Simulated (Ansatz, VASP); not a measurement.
This is a calculation of Al2Cu for Ansatz 0.2.0.

Contents of input.yaml:

```yaml
crystal:
  lattice:
    - [-3.0734190515, 3.0734190515, 2.4705892062]
    - [3.0734190515, -3.0734190515, 2.4705892062]
    - [3.0734190515, 3.0734190515, -2.4705892062]
  atoms:
    - { symbol: Cu, position: [0.25, 0.25, 0.0] }
    - { symbol: Cu, position: [0.75, 0.75, 0.0] }
    - { symbol: Al, position: [0.3419, 0.1581, 0.5] }
    - { symbol: Al, position: [0.8419, 0.3419, 0.1838] }
    - { symbol: Al, position: [0.6581, 0.8419, 0.5] }
    - { symbol: Al, position: [0.1581, 0.6581, 0.8162] }
kpoints:
  mp_grid: { grid: [7, 7, 7] }
scf:
  occupations: { method: fermi_dirac, width: 0.05 }
hamiltonian:
  xc: pbesol
  pseudopotentials: { kind: all_electron, lapw: { basis_error: 0.001 } }
output:
  forces: true
  stress: true
  eigenvalues: true
```

Potentials or basis: all-electron LAPW, scalar-relativistic.

Launch:

```console
$ ansatz run input.yaml --threads 4 --pin off --max-ram 12288MiB --backend cpu --events-out ev --progress --plain --runs-dir out
```

Task: Set up the same calculation for VASP 6.6.1. Potentials there: VASP PAW PBE potentials, release 64 (Cu, Al).

Result: As run (the cutoff follows the program's own potentials):

File INCAR:

```
SYSTEM = Al2Cu
PREC = Accurate ; ENCUT = 520
EDIFF = 1E-6 ; ISMEAR = -1
SIGMA = 0.05 ; LREAL = .False.
LASPH = .True. ; NELM = 80
ALGO = Normal ; ISIF = 2
LWAVE = .False. ; LCHARG = .False.
GGA = PS ; NBANDS = 26
```

File KPOINTS:

```
Automatic mesh
0
Gamma
  7 7 7
  0 0 0
```

File POSCAR:

```
Al2Cu
1.0
   -3.0734190515      3.0734190515      2.4705892062
    3.0734190515     -3.0734190515      2.4705892062
    3.0734190515      3.0734190515     -2.4705892062
Cu Al
2 4
Direct
    0.2500000000      0.2500000000      0.0000000000
    0.7500000000      0.7500000000      0.0000000000
    0.3419000000      0.1581000000      0.5000000000
    0.8419000000      0.3419000000      0.1838000000
    0.6581000000      0.8419000000      0.5000000000
    0.1581000000      0.6581000000      0.8162000000
```

Potentials or basis: VASP PAW PBE potentials, release 64 (Cu, Al).

Command:

```sh
$ cat potpaw_PBE.64/Cu/POTCAR potpaw_PBE.64/Al/POTCAR > POTCAR
$ mpirun -np 1 vasp_std > vasp.out
```

Both were run:

|  | VASP | Ansatz | Ansatz less VASP |
| --- | --- | --- | --- |
| gap on the k mesh at the Fermi level (eV) | none | none | - |
| pressure (GPa) | -6.6 | -6.8 | -0.25 |
| traceless stress, the component that is largest in VASP (GPa) | 0.06 | 0.06 | -0.002 |
| rms of the force components (eV/Å) | 0.039 | 0.041 | +0.0019 |

VASP's potentials were made for PBE, not for PBEsol. Atom by atom the forces differ by 0.002 eV/Å (rms over components). A gap of «none» marks a metal or a gap that the smearing closes. Ansatz ran all-electron here, and VASP with PAW potentials.
